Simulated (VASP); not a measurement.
Set up this calculation in VASP 6.6.1, as the native input.

- Task: relaxation of cell and atoms
- Functional: r2SCAN
- Potentials or basis: VASP PAW PBE potentials, release 64 (Ti_sv)
- Cutoff: 600 eV
- k mesh: 13 × 13 × 13
- Occupations: gaussian, width 0.1 eV
- Spin: no spin polarisation
- Dipole correction: no
- Further INCAR settings: ALGO = Normal; EDIFF = 1e-06; IBRION = 2; EDIFFG = -0.02; NSW = 80; ISIF = 3

Crystal: Ti.

```
Ti
1.0
     0.00000    2.03000    2.03000
     2.03000    0.00000    2.03000
     2.03000    2.03000    0.00000
Ti
1
Direct
  0.00000 0.00000 0.00000
```

One way to write it, as run:

POSCAR

```
Ti
1.0
    0.0000000000      2.0300000000      2.0300000000
    2.0300000000      0.0000000000      2.0300000000
    2.0300000000      2.0300000000      0.0000000000
Ti
1
Direct
    0.0000000000      0.0000000000      0.0000000000
```

INCAR.step1

```
SYSTEM = Ti
  PREC = Accurate
  ENCUT = 600
  ISMEAR = 0
  SIGMA = 0.1
  LREAL = .False.
  LASPH = .True.
  NELM = 100
  GGA = PE
  ALGO = Normal
  EDIFF = 1E-4
  LWAVE = .True.
  LCHARG = .False.
```

INCAR.step2

```
SYSTEM = Ti
  PREC = Accurate
  ENCUT = 600
  EDIFF = 1E-6
  ISMEAR = 0
  SIGMA = 0.1
  LREAL = .False.
  LASPH = .True.
  NELM = 100
  ALGO = Normal
  ISIF = 3
  LWAVE = .False.
  LCHARG = .False.
  METAGGA = R2SCAN
  LMIXTAU = .True.
  IBRION = 2
  NSW = 80
  EDIFFG = -0.02
  ISTART = 1
```

KPOINTS

```
regular mesh
0
Gamma
  13 13 13
  0 0 0
```

Potentials or basis: VASP PAW PBE potentials, release 64 (Ti_sv).

Run with:

```console
$ cat potpaw_PBE.64/Ti_sv/POTCAR > POTCAR
$ cp INCAR.step1 INCAR
$ mpirun -np 1 vasp_std > vasp.out
$ cp INCAR.step2 INCAR
$ mpirun -np 1 vasp_std > vasp.out
```

It gave:

```json
{
  "Relaxed volume": "17.41 Å³/atom",
  "Relaxed cell": "a = 2.909 Å, b = 2.909 Å, c = 2.909 Å, α = 60.00°, β = 60.00°, γ = 60.00°",
  "Space group after relaxing (to 0.05 Å)": "Fm-3m (No. 225)",
  "Energy gained by relaxing": "9.4 meV/atom",
  "Ionic steps": "3",
  "Pressure after relaxing": "0.0 GPa",
  "Band gap on the k mesh": "zero (band 6 reaches 9.21 eV, above the bottom of band 7 at 7.70 eV)"
}
```

Caveat: the PAW data sets were made with another functional, which shifts forces and pressure a little.

Wall time 2.1 min on 1 thread of AMD EPYC 9R45 96-Core Processor (Zen 5), with other jobs on the host, peak memory 0.13 GiB.
